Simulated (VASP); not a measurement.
I, 1 atom in the cell. The structure is cubic, space group Pm-3m (No. 221). The conventional cell has a = 3.373 Å, b = 3.373 Å, c = 3.373 Å, α = 90.00°, β = 90.00°, γ = 90.00°. I (site symmetry m-3m) has 6 I at 3.37 Å within 4.4 Å. 

* Program: VASP 6.6.1
* Task: relaxation of cell and atoms
* Functional: PBEsol
* Potentials or basis: VASP PAW PBE potentials, release 64 (I)
* Cutoff: 600 eV
* k mesh: 7 × 7 × 7
* Occupations: fermi-dirac, width 0.05 eV
* Spin: no spin polarisation
* Dipole correction: no
* Further INCAR settings: ALGO = Normal; EDIFF = 1e-06; IBRION = 2; EDIFFG = -0.03; NSW = 80; ISIF = 3

Potentials or basis: VASP PAW PBE potentials, release 64 (I).

Launch:

```sh
$ cat potpaw_PBE.64/I/POTCAR > POTCAR
$ mpirun -np 1 vasp_std > vasp.out
```

Hardware: 1 thread of Intel(R) Xeon(R) Platinum 8259CL CPU @ 2.50GHz (Skylake/Cascade Lake) (shared host).

Problem. Estimate the wall time of this run.

Solution. It took 5.1 s on 1 thread of Intel(R) Xeon(R) Platinum 8259CL CPU @ 2.50GHz (Skylake/Cascade Lake), on a shared host, peak memory 0.15 GiB. Counts: scf iterations 10, k points 20, ion steps 1.
